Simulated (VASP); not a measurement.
Input of a VASP 6.6.1 run:

INCAR

```
SYSTEM = Cu3Pt
  PREC = Accurate
  ENCUT = 520
  EDIFF = 1E-7
  ISMEAR = -1
  SIGMA = 0.05
  LREAL = .False.
  LASPH = .True.
  NELM = 60
  ALGO = Normal
  ISIF = 2
  LWAVE = .False.
  LCHARG = .False.
  GGA = CA
  NBANDS = 30
```

KPOINTS

```
regular mesh
0
Gamma
  9 9 9
  0 0 0
```

The input POSCAR:

```
Cu3Pt
1.0
    3.7345702525      0.0000000000      0.0000000000
    0.0000000000      3.7345702525      0.0000000000
    0.0000000000      0.0000000000      3.7345702525
Cu Pt
3 1
Direct
    0.0000000000      0.5000000000      0.5000000000
    0.5000000000      0.0000000000      0.5000000000
    0.5000000000      0.5000000000      0.0000000000
    0.0000000000      0.0000000000      0.0000000000
```

Potentials or basis: VASP PAW LDA potentials, release 64 (Cu, Pt).

Command:

```bash
$ cat potpaw_LDA.64/Cu/POTCAR potpaw_LDA.64/Pt/POTCAR > POTCAR
$ mpirun -np 1 vasp_std > vasp.out
```

(1) Estimate the pressure.

Results:

(1) -14.2 GPa.
